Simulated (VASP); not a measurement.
Crystal: BO3.

```
B O
1.0
     3.05294    0.00000    0.00000
     0.00000    3.05294    0.00000
     0.00000    0.00000    3.05294
B O
1 3
Direct
  0.00000 0.00000 0.00000
  0.00000 0.50000 0.50000
  0.50000 0.00000 0.50000
  0.50000 0.50000 0.00000
```

- Program: VASP 6.6.1
- Task: relaxation of cell and atoms
- Functional: PBE
- Potentials or basis: VASP PAW PBE potentials, release 64 (B, O)
- Cutoff: 600 eV
- k mesh: 6 × 6 × 6
- Occupations: gaussian, width 0.1 eV
- Spin: collinear spin, ferromagnetic start
- Starting moments: [0.0, 0.65, 0.65, 0.65] μB

At the start: pressure 14.6 GPa; volume 7.11 Å³/atom.

How do energy, volume and symmetry change on relaxing?

Over 5 steps the energy falls by 34.3 meV/atom and the volume is 8.01 Å³/atom (+12.6 %); space group Pm-3m (No. 221, to 0.1 Å) before and after; moment 3.05 μB per cell.

Step by step:
```tsv
step	energy change (eV)	largest force (eV/Å)	pressure (GPa)	volume (Å³)
1	0.0000	0.0000	14.55	28.45
2	-0.1324	0.0000	1.71	31.20
3	-0.1354	0.0000	1.03	31.68
4	-0.1344	0.0000	-1.72	32.67
5	-0.1371	0.0000	0.34	32.04
```

Final structure:
```cif
data_structure
_symmetry_space_group_name_H-M 'P 1'
_symmetry_Int_Tables_number 1
_cell_length_a 3.1762
_cell_length_b 3.1762
_cell_length_c 3.1762
_cell_angle_alpha 90.000
_cell_angle_beta 90.000
_cell_angle_gamma 90.000
_cell_volume 32.04
loop_
_atom_site_label
_atom_site_type_symbol
_atom_site_fract_x
_atom_site_fract_y
_atom_site_fract_z
_atom_site_occupancy
B1 B 0.00000 0.00000 0.00000 1
O1 O 0.00000 0.50000 0.50000 1
O2 O 0.50000 0.00000 0.50000 1
O3 O 0.50000 0.50000 0.00000 1
```
